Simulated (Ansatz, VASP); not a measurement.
Pb: VASP beside Ansatz

```
CELL_PARAMETERS angstrom
-1.88068 1.88068 1.97966
1.88068 -1.88068 1.97966
1.88068 1.88068 -1.97966
ATOMIC_POSITIONS crystal
Pb 0.00000 0.00000 0.00000
```

Change from the starting cell: strain -0.050 along x and y, +0.000 along z, atoms carried along.

Alike in both runs: task single point; functional PBEsol; k mesh 18 × 18 × 18; occupations gaussian, width 0.15 eV; no spin polarisation.

|  | VASP | Ansatz |
| --- | --- | --- |
| version | VASP 6.6.1 | Ansatz 0.2.0 |
| potentials or method | VASP PAW PBE potentials, release 64 (Pb_d), cutoff 520 eV | scalar-relativistic, plane waves, PAW |
| valence electrons in the cell | 14 | 14 |

|  | VASP | Ansatz | Ansatz less VASP |
| --- | --- | --- | --- |
| gap on the k mesh at the Fermi level (eV) | none | none | - |
| pressure (GPa) | 3.6 | 3.6 | +0.01 |
| traceless stress, the component that is largest in VASP (GPa) | 0.48 | 0.48 | -0.004 |

VASP's potentials were made for PBE, not for PBEsol. A gap of «none» marks a metal or a gap that the smearing closes.

Spin-orbit coupling is off throughout.
